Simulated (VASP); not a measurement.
FePb:

```
CELL_PARAMETERS angstrom
0.00000 2.85652 2.85652
2.85652 0.00000 2.85652
2.85652 2.85652 0.00000
ATOMIC_POSITIONS crystal
Fe 0.00000 0.00000 0.00000
Pb 0.75000 0.75000 0.75000
```

```yaml
Program: VASP 6.6.1
Task: relaxation of cell and atoms
Functional: PBE
Potentials_or_basis: VASP PAW PBE potentials, release 64 (Fe, Pb_d)
Cutoff: 600 eV
k_mesh: 6 × 6 × 6
Occupations: gaussian, width 0.1 eV
Spin: collinear spin, ferromagnetic start
Starting_moments: "[2.62, 0.0] μB"
```

At the start: pressure 14.2 GPa; volume 23.31 Å³/atom.

**Question.** How do energy, volume and symmetry change on relaxing?

**Answer.** Over 3 steps the energy falls by 229.4 meV/atom and the volume is 29.39 Å³/atom (+26.1 %); space group F-43m (No. 216, to 0.05 Å); moment 2.82 μB per cell.

The path:
```
step  energy change (eV)  largest force (eV/Å)  pressure (GPa)  volume (Å³)
   1              0.0000                0.0000           14.16        46.62
   2             -0.4397                0.0000           -1.83        61.94
   3             -0.4589                0.0000           -0.08        58.79
```

Final structure:
```yaml
crystal:
  lattice:
    - [0.00000, 3.08614, 3.08614]
    - [3.08614, 0.00000, 3.08614]
    - [3.08614, 3.08614, 0.00000]
  atoms:
    - { symbol: Fe, position: [0.00000, 0.00000, 0.00000] }
    - { symbol: Pb, position: [0.75000, 0.75000, 0.75000] }
```

Caveat: the volume moved by over 15 % at a fixed basis, so the end points are rough.
